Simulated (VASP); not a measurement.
# Bi2Se3: single point with PBE

Crystal: Bi2Se3.

```
Bi Se
1.0
     2.07118    1.19580   10.04695
    -2.07118    1.19580   10.04695
     0.00000   -2.39160   10.04695
Bi Se
2 3
Cartesian
  0.0000 0.0000 11.9939
  0.0000 0.0000 18.1470
  0.0000 0.0000 6.5374
  0.0000 0.0000 23.6034
  0.0000 0.0000 0.0000
```

This cell differs from its parent crystal: uniaxial z strain +3.0%.

| Property | Result |
| --- | --- |
| Program | VASP 6.6.1 |
| Task | single point |
| Functional | PBE |
| Potentials or basis | VASP PAW PBE potentials, release 64 (Bi_d, Se) |
| Cutoff | 520 eV |
| k mesh | 8 × 8 × 8 |
| Occupations | fermi-dirac, width 0.02 eV |
| Spin | no spin polarisation |
| Dipole correction | no |
| Further INCAR settings | ALGO = Normal; EDIFF = 1e-07; NBANDS = 32 |

| Property | Result |
| --- | --- |
| Pressure | 1.6 GPa |
| Largest force | 0.164 eV/Å |
| Band gap on the k mesh | 0.53 eV |

Forces on the atoms (eV/Å):
```
Bi   0.000  0.000 -0.095
Bi   0.000  0.000  0.095
Se   0.000  0.000 -0.164
Se   0.000  0.000  0.164
Se   0.000  0.000  0.000
```

Stress tensor (GPa, compression positive):
```
1.70 0.00 0.00
0.00 1.70 0.00
0.00 0.00 1.27
```

Levels at points of the mesh, in eV from the valence-band top:
```tsv
k point	band 21	band 22	band 23	band 24	band 25	band 26	band 27	band 28
(0.00, 0.00, 0.00)	-1.45	-0.94	-0.94	0.00	0.53	1.77	1.77	2.37
(0.50, 0.00, 0.00)	-2.48	-1.66	-1.03	-0.53	1.17	2.34	3.09	3.21
(0.50, 0.50, 0.00)	-1.77	-1.43	-1.23	-0.95	1.54	2.21	2.71	3.21
(0.50, 0.50, 0.50)	-1.18	-1.02	-1.02	-0.33	0.74	1.92	1.92	2.33
```

Wall time 22 min on 1 thread of Intel(R) Xeon(R) Platinum 8259CL CPU @ 2.50GHz (Skylake/Cascade Lake) (shared host), peak memory 1 GiB.

Caveat: the cell differs from its parent crystal (uniaxial z strain +3.0%); spin-orbit coupling is left out, which moves the levels of the heavy elements. A k mesh can miss the band edges.
